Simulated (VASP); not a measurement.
A run of VASP 6.6.1:

Contents of INCAR:

```
PREC = Accurate
ENCUT = 520
EDIFF = 1E-7
ISMEAR = 0
SIGMA = 0.05
LREAL = False
LASPH = True
NELM = 150
ALGO = Normal
ISIF = 2
LWAVE = False
LCHARG = False
ISPIN = 2
MAGMOM = 3 0
LORBIT = 11
LMAXMIX = 4
GGA = PE
NBANDS = 18
```

KPOINTS

```
regular mesh
0
Gamma
  14 14 14
```

Contents of POSCAR:

```
CoO
1.0
    0.0000000000      2.1315000000      2.1315000000
    2.1315000000      0.0000000000      2.1315000000
    2.1315000000      2.1315000000      0.0000000000
Co O
1 1
Direct
    0.0000000000      0.0000000000      0.0000000000
    0.5000000000      0.5000000000      0.5000000000
```

Potentials or basis: VASP PAW PBE potentials, release 64 (Co, O).

Launch:

```console
$ cat potpaw_PBE.64/Co/POTCAR potpaw_PBE.64/O/POTCAR > POTCAR
$ mpirun -np 1 vasp_std > vasp.out
```

Hardware: 1 thread of Intel(R) Xeon(R) Platinum 8559C (Emerald Rapids) (shared host).

Q: Estimate the wall time of this run.

A: It took 44 s on 1 thread of Intel(R) Xeon(R) Platinum 8559C (Emerald Rapids) (shared host), peak memory 0.19 GiB. Counts: scf iterations 19, k points 104.
